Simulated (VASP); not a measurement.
# Si2C (P1) in VASP: further runs

Aim: see how the results for Si2C move with the level of theory and the settings. Levels: PBE, PBEsol. Tasks: single point.

Program: VASP 6.6.1. These are calculated values, not measurements. Logs are shortened: lines on timing, memory, paths and dates and some standing lists are left out, and cuts for length are marked.

### 1 The cell of the first run

The typed cell holds 3 atoms: a = 3.380 Å, b = 3.380 Å, c = 4.653 Å, α = 90.00°, β = 90.00°, γ = 120.00°.

### 2 Single point, PBE

INCAR

```
ALGO     = Normal         # electronic algorithm
EDIFF    = 1E-6           # SCF threshold, eV
ENCUT    = 520            # plane-wave cutoff, eV
GGA      = PE             # functional
ISIF     = 2              # what is computed and relaxed
ISMEAR   = -1             # smearing method
LASPH    = T              # aspherical terms in the spheres
LCHARG   = T              # write CHGCAR
LELF     = T              # ELF
LREAL    = F              # projectors in reciprocal space
LVHAR    = T            
LWAVE    = F              # write WAVECAR
NBANDS   = 13             # bands
NELM     = 80             # most SCF steps
PREC     = Accurate       # precision mode
SIGMA    = 0.05           # smearing width, eV
```

KPOINTS

```
k-points
0
Gamma
  8 8 5
```

POSCAR

```
Si2C
1.0
    3.3797266700      0.0000000000      0.0000000000
   -1.6898633400      2.9269291600      0.0000000000
    0.0000000000      0.0000000000      4.6533202500
Si C
2 1
Direct
    0.3196890000      0.6565670000      0.7491440000
    0.3383810000      0.6796170000      0.2388180000
   -0.0098540000     -0.0099810000     -0.0082740000
```

Potentials or basis: VASP PAW PBE potentials, release 64 (Si, C).

Run with:

```console
$ cat potpaw_PBE.64/Si/POTCAR potpaw_PBE.64/C/POTCAR > POTCAR
$ mpirun -np 1 vasp_std > vasp.out
```

OUTCAR:

```text
EDIFF = 1E-6
   ENCUT = 520
   GGA = PE
   ISIF = 2
   ISMEAR = -1
   LASPH = T
   LREAL = F
   NELM = 80
   PREC = Accurate

 ion  position               nearest neighbor table
   1  0.320  0.657  0.749-   3 2.24   3 2.25   3 2.26   2 2.28   2 2.38
   2  0.338  0.680  0.239-   3 2.23   3 2.25   1 2.28   3 2.32   1 2.38
   3  0.990  0.990  0.992-   2 2.23   1 2.24   2 2.25   1 2.25   1 2.26   2 2.32

  LATTYP: Found a hexagonal cell.
 ALAT       =     3.3797266700
 C/A-ratio  =     1.3768333076

  Lattice vectors:

 A1 = (   3.3797266700,   0.0000000000,   0.0000000000)
 A2 = (  -1.6898633400,   2.9269291600,   0.0000000000)
 A3 = (   0.0000000000,   0.0000000000,   4.6533202500)

Analysis of symmetry for initial positions (statically):
=====================================================================
 Subroutine PRICEL returns:
 Original cell was already a primitive cell.

 Routine SETGRP: Setting up the symmetry group for a
 hexagonal supercell.

 Subroutine GETGRP returns: Found  1 space group operations
 (whereof  1 operations were pure point group operations)
 out of a pool of 24 trial point group operations.

The static configuration has the point symmetry C_1 .

Analysis of symmetry for dynamics (positions and initial velocities):
=====================================================================
 Subroutine PRICEL returns:
 Original cell was already a primitive cell.

 Routine SETGRP: Setting up the symmetry group for a
 hexagonal supercell.

 Subroutine GETGRP returns: Found  1 space group operations
 (whereof  1 operations were pure point group operations)
 out of a pool of 24 trial point group operations.

The dynamic configuration has the point symmetry C_1 .

 Subroutine INISYM returns: Found  1 space group operations
 (whereof  1 operations are pure point group operations),
 and found     1 'primitive' translations

----------------------------------------------------------------------------------------

                                     Primitive cell

  volume of cell :      46.0317

  direct lattice vectors                    reciprocal lattice vectors
     3.379726670  0.000000000  0.000000000     0.295881915  0.170827504  0.000000000
    -1.689863340  2.926929160  0.000000000     0.000000000  0.341655006  0.000000000
     0.000000000  0.000000000  4.653320250     0.000000000  0.000000000  0.214900318

  length of vectors
     3.379726670  3.379726678  4.653320250     0.341655007  0.341655006  0.214900318

  position of ions in fractional coordinates (direct lattice)
     0.319689000  0.656567000  0.749144000
     0.338381000  0.679617000  0.238818000
     0.990146000  0.990019000  0.991726000

  ion indices of the primitive-cell ions
   primitive index   ion index
                 1           1
                 2           2
                 3           3

----------------------------------------------------------------------------------------

 KPOINTS: k-points

Automatic generation of k-mesh.
 Grid dimensions read from file:
 generate k-points for:    8    8    5

 Generating k-lattice:

  Cartesian coordinates                     Fractional coordinates (reciprocal lattice)
     0.036985239  0.021353438  0.000000000     0.125000000  0.000000000  0.000000000
     0.000000000  0.042706876  0.000000000     0.000000000  0.125000000  0.000000000
     0.000000000  0.000000000  0.042980064     0.000000000  0.000000000  0.200000000

  Length of vectors
     0.042706876  0.042706876  0.042980064

  Shift w.r.t. Gamma in fractional coordinates (k-lattice)
     0.000000000  0.000000000  0.000000000

 Subroutine IBZKPT returns following result:
 ===========================================

 Found    162 irreducible k-points:

 Following reciprocal coordinates:
            Coordinates               Weight
  0.000000  0.000000  0.000000      1.000000
  0.125000  0.000000  0.000000      2.000000
  0.000000  0.125000  0.000000      2.000000
 -0.125000  0.125000  0.000000      2.000000
  0.250000  0.000000  0.000000      2.000000
  0.000000  0.250000  0.000000      2.000000
[... 16 lines left out ...]
  0.375000  0.125000  0.000000      2.000000
 -0.125000  0.500000  0.000000      2.000000
 [... further k-points ...]
   k-points           NKPTS =    162   k-points in BZ     NKDIM =    162   number of bands    NBANDS=     13
   number of dos      NEDOS =    301   number of ions     NIONS =      3
   total plane-waves  NPLWV =  28224
   dimension x,y,z NGX =    28 NGY =   28 NGZ =   36
   dimension x,y,z NGXF=    56 NGYF=   56 NGZF=   72
   ions per type =               2   1
   NGX,Y,Z   is equivalent  to a cutoff of  13.77, 13.77, 12.86 a.u.
   NGXF,Y,Z  is equivalent  to a cutoff of  27.55, 27.55, 25.72 a.u.
 SYSTEM =  unknown system
   PREC   = accura    normal or accurate (medium, high low for compatibility)
   ISTART =      0    job   : 0-new  1-cont  2-samecut
   ICHARG =      2    charge: 1-file 2-atom 10-const
   ISPIN  =      1    spin polarized calculation?
   LNONCOLLINEAR =      F non collinear calculations
   LSORBIT =      F    spin-orbit coupling
   LASPH  =      T    aspherical Exc in radial PAW
   ENCUT  =  520.0 eV  38.22 Ry    6.18 a.u.   6.28  6.28  8.65*2*pi/ulx,y,z
   NELM   =     80;   NELMIN=  2; NELMDL= -5     # of ELM steps
   EDIFF  = 0.1E-05   stopping-criterion for ELM
   LREAL  =      F    real-space projection
   EDIFFG = 0.1E-04   stopping-criterion for IOM
   NSW    =      0    number of steps for IOM
   IBRION =     -1    ionic relax: 0-MD 1-quasi-New 2-CG
   NFREE  =      0    steps in history (QN), initial steepest desc. (CG)
   ISIF   =      2    stress and relaxation
   ISYM   =      2    0-nonsym 1-usesym 2-fastsym
   POTIM  = 0.5000    time-step for ionic-motion
   TEBEG  =    0.0;   TEEND  =   0.0 temperature during run
   PSTRESS=    0.0 pullay stress
   NELECT =      12.0000    total number of electrons
   NUPDOWN=      -1.0000    fix difference up-down
   EMIN   =  10.00;   EMAX   =-10.00  energy-range for DOS
   EFERMI =   0.00;   METHOD = LEGACY
   ISMEAR =    -1;   SIGMA  =   0.05  broadening in eV -4-tet -1-fermi 0-gaus
   EFERMI_NEDOS =   21; number of points for ismear=-14 and -15
   IALGO  =     38    algorithm
   IMIX   =      4    mixing-type and parameters
     AMIX     =   0.40;   BMIX     =  1.00
     AMIX_MAG =   1.60;   BMIX_MAG =  1.00
  volume/ion in A,a.u.               =      15.34       103.55
  Fermi-wavevector in a.u.,A,eV,Ry     =   1.045802  1.976280 14.880730  1.093703
  Thomas-Fermi vector in A             =   2.180614
   LORBIT       =      0    0 simple, 1 ext, 2 COOP (PROOUT), +10 PAW based schemes
   GGA     = PE    functional components
   LHFCALC =     F    Hartree Fock is set to
   AEXX    =    0.0000 exact exchange contribution
   IVDW    =     0    specifies the selected vdW correction
   LEPSILON=     F    determine dielectric tensor
   LRPA    =     F    only Hartree local field effects (RPA)
 non-spin polarized calculation
  energy-cutoff  :      520.00
  volume of cell :       46.03
 maximum number of plane-waves:      1265
 NGX is ok and might be reduce to    28
   NGX = 13   NGY = 13   NGZ = 17

 number of electron      12.0000000 magnetization

 Free energy of the ion-electron system (eV)
  ---------------------------------------------------
  ext. energy  EPLUGINS =         0.00000000
  ---------------------------------------------------
  free energy    TOTEN  =       -16.19169527 eV

  energy without entropy =      -16.17778237  energy(sigma->0) =      -16.18473882

 E-fermi :   6.9895     XC(G=0): -10.1861

 val. band max:        6.9885081021   @ k =   0.3750  -0.3750   0.2000
 cond. band min:       6.9910973623   @ k =  -0.3750  -0.0000   0.2000
 fundamental gap:      0.0025892602
 Fermi energy:         6.9895206906

 k-point     1 :       0.0000    0.0000    0.0000
  band No.  band energies     occupation
      1      -8.0200      2.00000
      2      -0.3968      2.00000
      3      -0.3030      2.00000
      4       4.3030      2.00000
      5       4.5643      2.00000
      6       6.1519      2.00000
      7       9.5607      0.00000
      8       9.8350      0.00000
      9      10.8258      0.00000
     10      13.1586      0.00000
     11      13.2521      0.00000
     12      13.5899      0.00000
     13      15.2825      0.00000

 k-point     2 :       0.1250    0.0000    0.0000
  band No.  band energies     occupation
      1      -7.7961      2.00000
      2      -0.2921      2.00000
      3      -0.0677      2.00000
      4       2.7748      2.00000
      5       4.1618      2.00000
      6       7.2762      0.00645
      7       9.2208      0.00000
      8       9.9422      0.00000
      9      10.1184      0.00000
     10      12.8463      0.00000
     11      13.0345      0.00000
     12      13.5842      0.00000
     13      14.7005      0.00000

 k-point     3 :       0.0000    0.1250    0.0000
  band No.  band energies     occupation
      1      -7.7989      2.00000
      2      -0.2878      2.00000
      3      -0.0696      2.00000
      4       2.9233      2.00000
      5       3.9911      2.00000
      6       7.2572      0.00941
      7       9.1163      0.00000
      8       9.9871      0.00000
      9      10.2650      0.00000
     10      12.8179      0.00000
     11      12.9954      0.00000
     12      13.6060      0.00000
     13      14.7365      0.00000
[... 305 lines left out ...]
 k-point    23 :       0.3750    0.1250    0.0000
  band No.  band energies     occupation
      1      -5.4256      2.00000
      2      -2.9572      2.00000
      3       1.6795      2.00000
      4       2.0898      2.00000
      5       2.3950      2.00000
      6       5.1854      2.00000
      7       6.1134      2.00000
      8       8.9959      0.00000
      9       9.6991      0.00000
     10      10.0077      0.00000
     11      13.7301      0.00000
     12      13.8080      0.00000
     13      16.8005      0.00000

 k-point    24 :      -0.1250    0.5000    0.0000
  band No.  band energies     occupation
      1      -5.5057      2.00000
      2      -2.7834      2.00000
      3       1.6266      2.00000
      4       2.0511      2.00000
      5       2.3412      2.00000
      6       5.2973      2.00000
      7       6.1253      2.00000
      8       8.8706      0.00000
      9       9.6493      0.00000
     10      10.0028      0.00000
     11      13.6898      0.00000
     12      13.8810      0.00000
     13      16.8458      0.00000

 [... further k-points ...]
[... 5 lines left out ...]
  --------------------------------------------------------------------------------------
  -------------------------------------------------------------------------------------
  Total       -6.9410609     -6.6730274      3.2963608      0.0167296      0.2711642      0.0920650
  in kB     -241.5904186   -232.2612484    114.7330627      0.5822908      9.4381342      3.2044116
  external PRESSURE =    -119.7062014 kB  Pullay stress =       0.0000000 kB

 VOLUME and BASIS-vectors are now :
 -----------------------------------------------------------------------------
  energy-cutoff  :      520.00
  volume of cell :       46.03
      direct lattice vectors                 reciprocal lattice vectors
     3.379726670  0.000000000  0.000000000     0.295881915  0.170827504  0.000000000
    -1.689863340  2.926929160  0.000000000     0.000000000  0.341655006  0.000000000
     0.000000000  0.000000000  4.653320250     0.000000000  0.000000000  0.214900318

 POSITION                                       TOTAL-FORCE (eV/Angst)
 -----------------------------------------------------------------------------------
     -0.02905      1.92173      3.48601        -0.052541     -0.176536     -1.129086
     -0.00482      1.98919      1.11130         0.053900      0.128528      1.190334
      1.67343      2.89772      4.61482        -0.001359      0.048008     -0.061249
 -----------------------------------------------------------------------------------
    total drift:                                0.000006      0.000039      0.000061

  FREE ENERGIE OF THE ION-ELECTRON SYSTEM (eV)
  ---------------------------------------------------
  free  energy   TOTEN  =       -16.1916952675 eV

  energy  without entropy=      -16.1777823717  energy(sigma->0) =      -16.18473882
```

It took 38 s on 1 thread of Intel Xeon 6975P-C (Granite Rapids), shared host; peak memory 0.22 GiB.

What came out:

```
Free energy            : -16.1917 eV
Pressure               : -12.0 GPa
Largest force          : 1.198 eV/Å
Band gap on the k mesh : zero (bands 6 and 7 overlap by 2.95 eV)
```

Forces in eV/Å, atoms in the order of the input:
```
Si  -0.053 -0.177 -1.129
Si   0.054  0.129  1.190
C   -0.001  0.048 -0.061
```

Levels at points of the mesh, in eV from the Fermi level:
```csv
k point,band 2,band 3,band 4,band 5,band 6,band 7,band 8,band 9,band 10,band 11
"(0.00, 0.00, 0.00)",-7.39,-7.29,-2.69,-2.43,-0.84,2.57,2.85,3.84,6.17,6.26
"(0.50, 0.00, 0.00)",-10.33,-5.06,-4.48,-4.13,-2.25,-1.82,1.25,4.01,4.38,5.08
"(0.00, 0.50, 0.00)",-10.08,-5.07,-4.55,-4.24,-2.09,-1.83,1.14,4.01,4.36,4.97
"(0.50, 0.50, 0.00)",-10.33,-5.06,-4.49,-4.11,-2.25,-1.82,1.24,4.01,4.39,5.08
```

Caveat: the stress differs along the axes, from -24 to 11 GPa; forces of over 1 eV/Å act on the atoms, so gaps and moduli don't describe the material at rest.

### 3 Single point, PBEsol

INCAR

```
  PREC = Accurate
  ENCUT = 520
  EDIFF = 1E-6
  ISMEAR = 1
  SIGMA = 0.05
  LREAL = False
  LASPH = True
  NELM = 100
  ALGO = Normal
  ISIF = 2
  LWAVE = False
  LCHARG = True
  GGA = PS
  LELF = True
  LVHAR = True
  NBANDS = 13
```

KPOINTS

```
Automatic mesh
0
Gamma
  10 10 7
```

POSCAR is that of step 2.

Potentials or basis: VASP PAW PBE potentials, release 64 (Si, C).

Run with:

```console
$ cat potpaw_PBE.64/Si/POTCAR potpaw_PBE.64/C/POTCAR > POTCAR
$ mpirun -np 1 vasp_std > vasp.out
```

It took 2.3 min on 1 thread of Intel Xeon 6975P-C (Granite Rapids), shared host; peak memory 0.3 GiB.

The run converged. Its results:

| Quantity | Value |
| --- | --- |
| Free energy | -17.3626 eV |
| Pressure | -14.6 GPa |
| Largest force | 1.283 eV/Å |
| Band gap on the k mesh | zero (bands 6 and 7 overlap by 2.71 eV) |

Forces in eV/Å, atoms in the order of the input:
```
Si  -0.055 -0.206 -1.223
Si   0.056  0.109  1.277
C   -0.001  0.097 -0.054
```

Stress tensor (GPa, compression positive):
```
-26.18   0.06   0.32
  0.06 -25.10   0.99
  0.32   0.99   7.38
```

Levels at points of the mesh, in eV from the Fermi level:
| k point | band 3 | band 4 | band 5 | band 6 | band 7 | band 8 | band 9 | band 10 |
| --- | --- | --- | --- | --- | --- | --- | --- | --- |
| (0.00, 0.00, 0.00) | -7.37 | -2.74 | -2.48 | -0.88 | 2.48 | 2.76 | 3.82 | 6.09 |
| (0.50, 0.00, 0.00) | -5.10 | -4.54 | -4.21 | -2.32 | -1.90 | 1.11 | 3.96 | 4.30 |
| (0.00, 0.50, 0.00) | -5.11 | -4.62 | -4.31 | -2.16 | -1.91 | 1.00 | 3.97 | 4.28 |
| (0.50, 0.50, 0.00) | -5.10 | -4.56 | -4.19 | -2.32 | -1.90 | 1.10 | 3.96 | 4.31 |

Caveat: the stress differs along the axes, from -26 to 7 GPa; the PAW data sets were made with another functional, which shifts forces and pressure a little.
